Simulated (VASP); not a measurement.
Set up this calculation in VASP 6.6.1, as the native input.

| Item | Value |
| --- | --- |
| Task | relaxation of the atoms |
| Functional | PBE |
| Potentials or basis | VASP PAW PBE potentials, release 64 (Li_sv, H) |
| Cutoff | 520 eV |
| k mesh | 12 × 12 × 12 |
| Occupations | fermi-dirac, width 0.02 eV |
| Spin | no spin polarisation |
| Dipole correction | no |
| Further INCAR settings | ALGO = Normal; EDIFF = 1e-06; IBRION = 2; EDIFFG = -0.02; NSW = 80 |

The structure of LiH lies in POSCAR:

```
LiH
1.0
    0.0000000000      2.0367500000      2.0367500000
    2.0367500000      0.0000000000      2.0367500000
    2.0367500000      2.0367500000      0.0000000000
Li H
1 1
Direct
    0.0000000000      0.0000000000      0.0000000000
    0.5000000000      0.5000000000      0.5000000000
```

One way to write it, as run:

INCAR

```
PREC = Accurate
ENCUT = 520
EDIFF = 1E-6
ISMEAR = -1
SIGMA = 0.02
LREAL = False
LASPH = True
NELM = 100
ALGO = Normal
ISIF = 2
LWAVE = False
LCHARG = False
GGA = PE
IBRION = 2
NSW = 80
EDIFFG = -0.02
```

KPOINTS

```
Automatic mesh
0
Gamma
  12 12 12
```

Potentials or basis: VASP PAW PBE potentials, release 64 (Li_sv, H).

Launch:

```sh
$ cat potpaw_PBE.64/Li_sv/POTCAR potpaw_PBE.64/H/POTCAR > POTCAR
$ mpirun -np 1 vasp_std > vasp.out
```

It gave:

```
Band gap on the k mesh : 3.01 eV
```

Caveat: the relaxation stopped at its first step, so nothing moved.

Wall time 5.7 s on 1 thread of AMD EPYC 7R13 Processor (Zen 3) (shared host), peak memory 0.1 GiB.
